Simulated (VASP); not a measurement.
CdTe: elastic constants with PBE

The system is CdTe.

```xyz
2
Lattice="0.0000 3.2310 3.2310 3.2310 0.0000 3.2310 3.2310 3.2310 0.0000" Properties=species:S:1:pos:R:3 pbc="T T T"
Cd    0.0000    0.0000    0.0000
Te    4.8465    4.8465    4.8465
```

```yaml
Program: VASP 6.6.1
Task: elastic constants
Functional: PBE
Potentials_or_basis: VASP PAW PBE potentials, release 64 (Cd, Te)
Cutoff: 600 eV
k_mesh: 10 × 10 × 10
Occupations: gaussian, width 0.01 eV
Spin: no spin polarisation
Dipole_correction: no
Ions_in_elastic_constants: relaxed
Further_INCAR_settings: ALGO = Normal; EDIFF = 1e-08; IBRION = 6; POTIM = 0.015; NSW = 1; ISIF = 3
```

```json
{"Elastic constants C11, C12, C44": "56, 42, 18 GPa", "Voigt bulk modulus": "46 GPa", "Highest phonon frequency at Γ, LO-TO splitting left out": "149 cm⁻¹"}
```

Phonon frequencies in cm⁻¹ (negative: imaginary):
```
              q point        frequencies
(0.000, 0.000, 0.000)  0 0 0 149 149 149
```

Elastic tensor in Voigt notation (GPa, in the Cartesian axes of the cell as first typed):
```
56 42 42  0  0  0
42 56 42  0  0  0
42 42 56  0  0  0
 0  0  0 18  0  0
 0  0  0  0 18  0
 0  0  0  0  0 18
```

Clamped-ion elastic tensor (GPa):
```
56 42 42  0  0  0
42 56 42  0  0  0
42 42 56  0  0  0
 0  0  0 42  0  0
 0  0  0  0 42  0
 0  0  0  0  0 42
```

Run time: 26 min on 1 thread of AMD EPYC 9R45 (Zen 5), on a shared host, peak memory 0.62 GiB.

Caveat: the cell is under stress, which shifts elastic constants.
